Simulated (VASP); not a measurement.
Input of a VASP 6.6.1 run:

File POSCAR:

```
NaMgBr3
1.0
    5.2688030709      0.0000000000      0.0000000000
    0.0000000000      5.2688030709      0.0000000000
    0.0000000000      0.0000000000      5.2688030709
Na Mg Br
1 1 3
Direct
    0.0000000000      0.0000000000      0.0000000000
    0.5000000000      0.5000000000      0.5000000000
    0.5000000000      0.5000000000      0.0000000000
    0.5000000000      0.0000000000      0.5000000000
    0.0000000000      0.5000000000      0.5000000000
```

File INCAR.step1:

```
PREC = Accurate
ENCUT = 520
ISMEAR = 0
SIGMA = 0.01
LREAL = F
LASPH = T
NELM = 100
NBANDS = 23
GGA = PE
ALGO = Normal
EDIFF = 1E-4
LWAVE = T
LCHARG = F
```

The input INCAR.step2:

```
PREC = Accurate
ENCUT = 520
EDIFF = 1E-6
ISMEAR = 0
SIGMA = 0.01
LREAL = F
LASPH = T
NELM = 100
ALGO = Normal
ISIF = 2
LWAVE = F
LCHARG = F
METAGGA = R2SCAN
LMIXTAU = T
NBANDS = 23
ISTART = 1
```

Contents of KPOINTS:

```
regular mesh
0
Gamma
  6 6 6
```

Potentials or basis: VASP PAW PBE potentials, release 64 (Na_pv, Mg, Br).

The run is started by

```sh
$ cat potpaw_PBE.64/Na_pv/POTCAR potpaw_PBE.64/Mg/POTCAR potpaw_PBE.64/Br/POTCAR > POTCAR
$ cp INCAR.step1 INCAR
$ mpirun -np 1 vasp_std > vasp.out
$ cp INCAR.step2 INCAR
$ mpirun -np 1 vasp_std > vasp.out
```

Task: What does it give for the pressure?

Result: -0.1 GPa.

Task: What does it give for the band gap on the k mesh?

Result: 3.63 eV (least direct gap 4.19 eV).

Caveat: the PAW data sets were made with another functional, which shifts forces and pressure a little. A k mesh can miss the band edges.
